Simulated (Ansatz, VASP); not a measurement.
**PtSe2: VASP beside Ansatz**

Contents of POSCAR:

```
PtSe2
1.0
    3.7240000000      0.0000000000      0.0000000000
   -1.8620000000      3.2250786037      0.0000000000
    0.0000000000      0.0000000000      5.0620000000
Pt Se
1 2
Direct
    0.0000000000      0.0000000000      0.0000000000
    0.3333333333      0.6666666667      0.2500000000
    0.6666666667      0.3333333333      0.7500000000
```

Contents of INCAR.step1:

```
SYSTEM = PtSe2
PREC     = Accurate       ! precision mode
ENCUT    = 520            ! plane-wave cutoff, eV
EDIFF    = 1E-5           ! SCF threshold, eV
ISMEAR   = 0              ! smearing method
SIGMA    = 0.1            ! smearing width, eV
LREAL    = .False.        ! projectors in reciprocal space
LASPH    = .True.         ! aspherical terms in the spheres
NELM     = 60             ! most SCF steps
ALGO     = Normal         ! electronic algorithm
ISIF     = 2              ! what is computed and relaxed
LWAVE    = .True.         ! write WAVECAR
GGA      = PE             ! functional
NBANDS   = 18             ! bands
KPAR     = 4
```

INCAR.step2

```
SYSTEM = PtSe2
PREC     = Accurate       ! precision mode
ENCUT    = 520            ! plane-wave cutoff, eV
EDIFF    = 1E-6           ! SCF threshold, eV
ISMEAR   = 0              ! smearing method
SIGMA    = 0.1            ! smearing width, eV
LREAL    = .False.        ! projectors in reciprocal space
LASPH    = .True.         ! aspherical terms in the spheres
NELM     = 60             ! most SCF steps
ALGO     = Normal         ! electronic algorithm
ISIF     = 2              ! what is computed and relaxed
LWAVE    = .False.        ! write WAVECAR
LCHARG   = .True.         ! write CHGCAR
GGA      = PE             ! functional
LHFCALC  = .True.         ! exact exchange
HFSCREEN = 0.2079         ! screening, 1/A
PRECFOCK = Normal       
LVHAR    = .True.       
ISTART   = 1            
NBANDS   = 18             ! bands
KPAR     = 4
```

Contents of KPOINTS:

```
regular mesh
0
Gamma
  6 6 4
  0 0 0
```

Input for Ansatz:

```yaml
crystal:
  lattice:
    - [3.724, 0.0, 0.0]
    - [-1.862, 3.2250786037, 0.0]
    - [0.0, 0.0, 5.062]
  atoms:
    - { symbol: Pt, position: [0.0, 0.0, 0.0] }
    - { symbol: Se, position: [0.3333333333, 0.6666666667, 0.25] }
    - { symbol: Se, position: [0.6666666667, 0.3333333333, 0.75] }
basis:
  ecutwfc: 420
kpoints:
  mp_grid: { grid: [6, 6, 4] }
hamiltonian:
  xc: hse06
scf:
  occupations: { method: gaussian, width: 0.1 }
output:
  forces: true
  stress: true
  eigenvalues: true
```

Alike in both runs: task single point; functional HSE06; k mesh 6 × 6 × 4; occupations gaussian, width 0.1 eV; no spin polarisation.

|  | VASP | Ansatz |
| --- | --- | --- |
| version | VASP 6.6.1 | Ansatz 0.2.0 |
| potentials or method | VASP PAW PBE potentials, release 64 (Pt, Se), cutoff 520 eV | scalar-relativistic, plane waves, PAW |
| valence electrons in the cell | 22 | 50 |

|  | VASP | Ansatz | Ansatz less VASP |
| --- | --- | --- | --- |
| gap on the k mesh at the Fermi level (eV) | none | none | - |
| pressure (GPa) | 2.6 | 2.8 | +0.21 |
| traceless stress, the component that is largest in VASP (GPa) | 0.49 | 0.41 | -0.078 |
| rms of the force components (eV/Å) | 0.041 | 0.045 | +0.0042 |

Atom by atom the forces differ by 0.004 eV/Å (rms over components). A gap of «none» marks a metal or a gap that the smearing closes. With one functional, cell and mesh, what is left measures potentials, basis and numerics. VASP's potentials hold 22 valence electrons a cell and Ansatz's 50, so a difference there can come from the potentials and not from the codes. Ansatz's warnings: filled band counts differ across k points, stress exchange threshold loose, stress scf threshold loose.

Spin-orbit coupling is off throughout.
